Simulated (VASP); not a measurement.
# Co (Pm-3m) in VASP: notebook, part 2 of 2

VASP 6.6.1.

**5. Single point, LDA (11.89 Å³/atom)**

This run uses another cell than the first one, of 11.89 Å³/atom.

The input, INCAR:

```
PREC = Accurate
ENCUT = 520
EDIFF = 1E-6
ISMEAR = -1
SIGMA = 0.1
LREAL = False
LASPH = True
NELM = 60
ALGO = Normal
ISIF = 2
LWAVE = False
LCHARG = False
NBANDS = 10
```

The input, KPOINTS:

```
Automatic mesh
0
Gamma
  16 16 16
```

The input, POSCAR:

```
Co
1.0
    2.2825835769      0.0000000000      0.0000000000
    0.0000000000      2.2825835769      0.0000000000
    0.0000000000      0.0000000000      2.2825835769
Co
1
Direct
    0.0000000000      0.0000000000      0.0000000000
```

Potentials or basis: VASP PAW LDA potentials, release 64 (Co).

Run with:

```bash
cat potpaw_LDA.64/Co/POTCAR > POTCAR
mpirun -np 1 vasp_std > vasp.out
```

OUTCAR:

```text
PREC = Accurate
   ENCUT = 520
   EDIFF = 1E-6
   ISMEAR = -1
   LREAL = False
   LASPH = True
   NELM = 60
   ISIF = 2

 ion  position               nearest neighbor table
   1  0.000  0.000  0.000-

  LATTYP: Found a simple cubic cell.
 ALAT       =     2.2825835769

  Lattice vectors:

 A1 = (   2.2825835769,   0.0000000000,   0.0000000000)
 A2 = (   0.0000000000,   2.2825835769,   0.0000000000)
 A3 = (   0.0000000000,   0.0000000000,   2.2825835769)

Analysis of symmetry for initial positions (statically):
=====================================================================
 Subroutine PRICEL returns:
 Original cell was already a primitive cell.

 Routine SETGRP: Setting up the symmetry group for a
 simple cubic supercell.

 Subroutine GETGRP returns: Found 48 space group operations
 (whereof 48 operations were pure point group operations)
 out of a pool of 48 trial point group operations.

The static configuration has the point symmetry O_h .

Analysis of symmetry for dynamics (positions and initial velocities):
=====================================================================
 Subroutine PRICEL returns:
 Original cell was already a primitive cell.

 Routine SETGRP: Setting up the symmetry group for a
 simple cubic supercell.

 Subroutine GETGRP returns: Found 48 space group operations
 (whereof 48 operations were pure point group operations)
 out of a pool of 48 trial point group operations.

The dynamic configuration has the point symmetry O_h .

 Subroutine INISYM returns: Found 48 space group operations
 (whereof 48 operations are pure point group operations),
 and found     1 'primitive' translations

----------------------------------------------------------------------------------------

                                     Primitive cell

  volume of cell :      11.8927

  direct lattice vectors                    reciprocal lattice vectors
     2.282583577  0.000000000  0.000000000     0.438100059  0.000000000  0.000000000
     0.000000000  2.282583577  0.000000000     0.000000000  0.438100059  0.000000000
     0.000000000  0.000000000  2.282583577     0.000000000  0.000000000  0.438100059

  length of vectors
     2.282583577  2.282583577  2.282583577     0.438100059  0.438100059  0.438100059

  position of ions in fractional coordinates (direct lattice)
     0.000000000  0.000000000  0.000000000

  ion indices of the primitive-cell ions
   primitive index   ion index
                 1           1

----------------------------------------------------------------------------------------

 KPOINTS: Automatic mesh

Automatic generation of k-mesh.
 Grid dimensions read from file:
 generate k-points for:   16   16   16

 Generating k-lattice:

  Cartesian coordinates                     Fractional coordinates (reciprocal lattice)
     0.027381254  0.000000000  0.000000000     0.062500000  0.000000000  0.000000000
     0.000000000  0.027381254  0.000000000     0.000000000  0.062500000  0.000000000
     0.000000000  0.000000000  0.027381254     0.000000000  0.000000000  0.062500000

  Length of vectors
     0.027381254  0.027381254  0.027381254

  Shift w.r.t. Gamma in fractional coordinates (k-lattice)
     0.000000000  0.000000000  0.000000000

 Subroutine IBZKPT returns following result:
 ===========================================

 Found    165 irreducible k-points:

 Following reciprocal coordinates:
            Coordinates               Weight
  0.000000  0.000000  0.000000      1.000000
  0.062500  0.000000  0.000000      6.000000
  0.125000  0.000000  0.000000      6.000000
  0.187500  0.000000  0.000000      6.000000
  0.250000  0.000000  0.000000      6.000000
  0.312500  0.000000  0.000000      6.000000
[... 16 lines left out ...]
  0.437500  0.125000  0.000000     24.000000
  0.500000  0.125000  0.000000     12.000000
 [... further k-points ...]
   k-points           NKPTS =    165   k-points in BZ     NKDIM =    165   number of bands    NBANDS=     10
   number of dos      NEDOS =    301   number of ions     NIONS =      1
   total plane-waves  NPLWV =   5832
   dimension x,y,z NGX =    18 NGY =   18 NGZ =   18
   dimension x,y,z NGXF=    36 NGYF=   36 NGZF=   36
   ions per type =               1
   NGX,Y,Z   is equivalent  to a cutoff of  13.11, 13.11, 13.11 a.u.
   NGXF,Y,Z  is equivalent  to a cutoff of  26.22, 26.22, 26.22 a.u.
 SYSTEM =  unknown system
   PREC   = accura    normal or accurate (medium, high low for compatibility)
   ISTART =      0    job   : 0-new  1-cont  2-samecut
   ICHARG =      2    charge: 1-file 2-atom 10-const
   ISPIN  =      1    spin polarized calculation?
   LNONCOLLINEAR =      F non collinear calculations
   LSORBIT =      F    spin-orbit coupling
   LASPH  =      T    aspherical Exc in radial PAW
   ENCUT  =  520.0 eV  38.22 Ry    6.18 a.u.   4.24  4.24  4.24*2*pi/ulx,y,z
   NELM   =     60;   NELMIN=  2; NELMDL= -5     # of ELM steps
   EDIFF  = 0.1E-05   stopping-criterion for ELM
   LREAL  =      F    real-space projection
   EDIFFG = 0.1E-04   stopping-criterion for IOM
   NSW    =      0    number of steps for IOM
   IBRION =     -1    ionic relax: 0-MD 1-quasi-New 2-CG
   NFREE  =      0    steps in history (QN), initial steepest desc. (CG)
   ISIF   =      2    stress and relaxation
   ISYM   =      2    0-nonsym 1-usesym 2-fastsym
   POTIM  = 0.5000    time-step for ionic-motion
   TEBEG  =    0.0;   TEEND  =   0.0 temperature during run
   PSTRESS=    0.0 pullay stress
   NELECT =       9.0000    total number of electrons
   NUPDOWN=      -1.0000    fix difference up-down
   EMIN   =  10.00;   EMAX   =-10.00  energy-range for DOS
   EFERMI =   0.00;   METHOD = LEGACY
   ISMEAR =    -1;   SIGMA  =   0.10  broadening in eV -4-tet -1-fermi 0-gaus
   EFERMI_NEDOS =   21; number of points for ismear=-14 and -15
   IALGO  =     38    algorithm
   IMIX   =      4    mixing-type and parameters
     AMIX     =   0.40;   BMIX     =  1.00
     AMIX_MAG =   1.60;   BMIX_MAG =  1.00
  volume/ion in A,a.u.               =      11.89        80.26
  Fermi-wavevector in a.u.,A,eV,Ry     =   1.491863  2.819213 30.281883  2.225656
  Thomas-Fermi vector in A             =   2.604464
   LORBIT       =      0    0 simple, 1 ext, 2 COOP (PROOUT), +10 PAW based schemes
   GGA     = CA    functional components
   LHFCALC =     F    Hartree Fock is set to
   AEXX    =    0.0000 exact exchange contribution
   IVDW    =     0    specifies the selected vdW correction
   LEPSILON=     F    determine dielectric tensor
   LRPA    =     F    only Hartree local field effects (RPA)
 non-spin polarized calculation
  energy-cutoff  :      520.00
  volume of cell :       11.89
 maximum number of plane-waves:       341
 NGX is ok and might be reduce to    18
   NGX =  9   NGY =  9   NGZ =  9

 number of electron       9.0000004 magnetization

 Free energy of the ion-electron system (eV)
  ---------------------------------------------------
  ext. energy  EPLUGINS =         0.00000000
  ---------------------------------------------------
  free energy    TOTEN  =        -7.15418910 eV

  energy without entropy =       -7.06020463  energy(sigma->0) =       -7.10719686

 E-fermi :   8.6638     XC(G=0): -13.1055

 val. band max:        8.6621678641   @ k =   0.5000   0.2500   0.0000
 cond. band min:       8.6639021066   @ k =   0.4375   0.1875   0.1250
 fundamental gap:      0.0017342425
 Fermi energy:         8.6638498374

 k-point     1 :       0.0000    0.0000    0.0000
  band No.  band energies     occupation
      1       0.4890      2.00000
      2       5.0473      2.00000
      3       5.0473      2.00000
      4       9.1552      0.01458
      5       9.1552      0.01458
      6       9.1552      0.01458
      7      28.9054      0.00000
      8      28.9054      0.00000
      9      28.9054      0.00000
     10      33.0681      0.00000
[... 287 lines left out ...]
 k-point    24 :       0.5000    0.1250    0.0000
  band No.  band energies     occupation
      1       5.1528      2.00000
      2       5.8810      2.00000
      3       6.3166      2.00000
      4       7.8621      1.99934
      5       9.0889      0.02812
      6       9.3341      0.00245
      7      13.5686      0.00000
      8      30.5662      0.00000
      9      32.9376      0.00000
     10      35.1139      0.00000

 [... further k-points ...]

------------------------ aborting loop because EDIFF is reached ----------------------------------------

  FORCE on cell =-STRESS in cart. coord.  units (eV):
  Direction    XX          YY          ZZ          XY          YZ          ZX
  --------------------------------------------------------------------------------------
  -------------------------------------------------------------------------------------
  Total       -1.1294619     -1.1294619     -1.1294619      0.0000000      0.0000000      0.0000000
  in kB     -152.1605655   -152.1605655   -152.1605655      0.0000000      0.0000000      0.0000000
  external PRESSURE =    -152.1605655 kB  Pullay stress =       0.0000000 kB

 VOLUME and BASIS-vectors are now :
 -----------------------------------------------------------------------------
  energy-cutoff  :      520.00
  volume of cell :       11.89
      direct lattice vectors                 reciprocal lattice vectors
     2.282583577  0.000000000  0.000000000     0.438100059  0.000000000  0.000000000
     0.000000000  2.282583577  0.000000000     0.000000000  0.438100059  0.000000000
     0.000000000  0.000000000  2.282583577     0.000000000  0.000000000  0.438100059

 POSITION                                       TOTAL-FORCE (eV/Angst)
 -----------------------------------------------------------------------------------
      0.00000      0.00000      0.00000         0.000000      0.000000      0.000000
 -----------------------------------------------------------------------------------
    total drift:                                0.000000      0.000000      0.000000

  FREE ENERGIE OF THE ION-ELECTRON SYSTEM (eV)
  ---------------------------------------------------
  free  energy   TOTEN  =        -7.1541891016 eV

  energy  without entropy=       -7.0602046270  energy(sigma->0) =       -7.10719686
```

stdout:

```text
POSCAR found type information on POSCAR Co
 POSCAR found :  1 types and       1 ions
 scaLAPACK will be used
 LDA part: xc-table for (Slater(with rela. corr.)+CA(PZ))
 , standard interpolation
 POSCAR, INCAR and KPOINTS ok, starting setup
 FFT: planning ... GRIDC
 FFT: planning ... GRID_SOFT
 FFT: planning ... GRID
 WAVECAR not read
 entering main loop
```

Wall time 24 s (1 thread of Intel Xeon 8259CL, shared host); peak memory 0.13 GiB.

What came out:

```
Free energy            : -7.1542 eV
Pressure               : -15.2 GPa
Band gap on the k mesh : zero (an odd number of electrons rules out a gap without spin polarisation)
```

Levels at points of the mesh, in eV from the Fermi level:
```csv
k point,band 2,band 3,band 4,band 5,band 6,band 7
"(0.00, 0.00, 0.00)",-3.62,-3.62,0.49,0.49,0.49,20.24
"(0.50, 0.00, 0.00)",-3.08,-1.08,-0.84,-0.84,0.61,4.86
"(0.50, 0.50, 0.00)",-2.62,-0.57,-0.57,1.39,5.58,5.58
"(0.50, 0.50, 0.50)",-3.25,-3.25,1.46,1.46,12.74,12.74
```

Caveat: the cell stands under tension; the run has no spin polarisation, though such a crystal can be magnetic. Spin polarisation is off, so any magnetic state and its effect on volume and gap are missing.

**6. The runs side by side**

| cell | gap on the mesh (eV) | pressure (GPa) |
| --- | --- | --- |
| a = 2.132 Å, 1 atom | none | 37.0 |
| a = 2.164 Å, 1 atom | none | 21.6 |
| a = 2.254 Å, 1 atom | none | -8.9 |
| a = 2.283 Å, 1 atom | none | -15.2 |

Alike in all rows: task single point; level LDA; potentials or basis VASP PAW LDA potentials, release 64 (Co); no spin polarisation; k mesh 16 × 16 × 16; cutoff (eV) 520; smearing fermi-dirac 0.1 eV.

Caveats: the run has no spin polarisation, though such a crystal can be magnetic; the cell stands under pressure (at least some runs); the cell stands under tension (at least some runs).

Total energies depend on the potentials used, so only differences within one code and one set of settings carry meaning.
